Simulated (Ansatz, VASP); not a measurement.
**Two plane-wave programs on BiTe**

```xyz
2
Lattice="0.0000 3.2835 3.2350 3.2835 0.0000 3.2350 3.2835 3.2835 0.0000" Properties=species:S:1:pos:R:3 pbc="T T T"
Bi    0.0000    0.0000    0.0000
Te    3.2835    3.2835    3.2350
```

Change from the starting cell: strain +0.015 along x and y, +0.000 along z, atoms carried along.

Alike in both runs: task single point; functional PBEsol; k mesh 14 × 14 × 14; occupations gaussian, width 0.15 eV; no spin polarisation.

|  | VASP | Ansatz |
| --- | --- | --- |
| version | VASP 6.6.1 | Ansatz 0.2.0 |
| potentials or method | VASP PAW PBE potentials, release 64 (Bi_d, Te), cutoff 520 eV | scalar-relativistic, plane waves, PAW |
| valence electrons in the cell | 21 | 31 |

```csv
,VASP,Ansatz,Ansatz less VASP
gap on the k mesh at the Fermi level (eV),none,none,-
pressure (GPa),-3.0,-3.0,+0.03
"traceless stress, the component that is largest in VASP (GPa)",0.72,0.72,0.000
```

VASP's potentials were made for PBE, not for PBEsol. A gap of «none» marks a metal or a gap that the smearing closes. VASP's potentials hold 21 valence electrons a cell and Ansatz's 31, so a difference there can come from the potentials and not from the codes.

Neither program's run includes spin-orbit coupling.
